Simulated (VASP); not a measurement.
Write the native input for VASP 6.6.1 that does the following.

```yaml
Task: single point
Functional: PBEsol
Potentials_or_basis: VASP PAW PBE potentials, release 64 (Al, N)
Cutoff: 600 eV
k_mesh: 8 × 8 × 8
Occupations: gaussian, width 0.05 eV
Spin: no spin polarisation
Dipole_correction: no
Further_INCAR_settings: ALGO = Normal; EDIFF = 1e-06; NBANDS = 26
```

The structure of AlN lies in POSCAR:

```
AlN
1.0
   -3.1136926464      0.0000000000      0.0000000000
    0.0000000000      5.3930738627      0.0000000000
    1.5568463232     -2.6965369313     -4.9834165464
Al N
4 4
Direct
    1.0377854113      0.3325792953      0.9984919239
    0.5377854113      0.8325792953      0.9984919239
    0.2107065126      0.9159126286      0.4984919239
    0.7107065126      0.4159126286      0.4984919239
    0.7738173268      0.1415873714      0.6165080761
    0.2738173268      0.6415873714      0.6165080761
    0.0926907493      0.7249207047      0.1165080761
    0.5926907493      0.2249207047      0.1165080761
```

This cell differs from its parent crystal: atoms displaced along a vibrational mode.

The input as run:

INCAR

```
PREC = Accurate
ENCUT = 600
EDIFF = 1E-6
ISMEAR = 0
SIGMA = 0.05
LREAL = F
LASPH = T
NELM = 120
ALGO = Normal
ISIF = 2
LWAVE = F
LCHARG = F
GGA = PS
NBANDS = 26
GGA_COMPAT = F
```

KPOINTS

```
regular mesh
0
Gamma
  8 8 8
```

Potentials or basis: VASP PAW PBE potentials, release 64 (Al, N).

The run is started by

```bash
$ cat potpaw_PBE.64/Al/POTCAR potpaw_PBE.64/N/POTCAR > POTCAR
$ mpirun -np 1 vasp_std > vasp.out
```

Results of the run:

```json
{
 "Pressure": "-0.5 GPa",
 "Largest force": "0.667 eV/Å",
 "Band gap on the k mesh": "3.95 eV"
}
```

Caveat: the cell differs from its parent crystal (atoms displaced along a vibrational mode); the PAW data sets were made with another functional, which shifts forces and pressure a little.

Wall time 11 min on 1 thread of Oxide Virtual Turin-like Processor (shared host), peak memory 0.41 GiB.
